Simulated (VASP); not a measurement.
Write the native input for VASP 6.6.1 that does the following.

| Property | Result |
| --- | --- |
| Task | single point |
| Functional | PBE |
| Potentials or basis | VASP PAW PBE potentials, release 64 (Ta_pv) |
| Cutoff | 520 eV |
| k mesh | 17 × 17 × 17 |
| Occupations | fermi-dirac, width 0.08 eV |
| Spin | no spin polarisation |
| Dipole correction | no |
| Further INCAR settings | ALGO = Normal; EDIFF = 1e-06; NBANDS = 12 |

The structure of Ta lies in POSCAR:

```
Ta
1.0
   -1.6182544000      1.6512800000      1.6512800000
    1.6512800000     -1.6182544000      1.6512800000
    1.6512800000      1.6512800000     -1.6182544000
Ta
1
Direct
    0.0000000000      0.0000000000      0.0000000000
```

This cell differs from its parent crystal: equal xy, yz and zx shear strains of +2 %.

These files were run (other wordings do the same):

INCAR

```
PREC = Accurate
ENCUT = 520
EDIFF = 1E-6
ISMEAR = -1
SIGMA = 0.08
LREAL = F
LASPH = T
NELM = 60
ALGO = Normal
ISIF = 2
LWAVE = F
LCHARG = F
GGA = PE
NBANDS = 12
```

KPOINTS

```
regular mesh
0
Gamma
  17 17 17
```

Potentials or basis: VASP PAW PBE potentials, release 64 (Ta_pv).

Launch:

```sh
$ cat potpaw_PBE.64/Ta_pv/POTCAR > POTCAR
$ mpirun -np 1 vasp_std > vasp.out
```

Results of the run:

| Item | Value |
| --- | --- |
| Pressure | 3.4 GPa |

Caveat: the cell differs from its parent crystal (equal xy, yz and zx shear strains of +2 %).

It took 44 s on 1 thread of AMD EPYC 9R45 96-Core Processor (Zen 5) (shared host), peak memory 0.19 GiB.
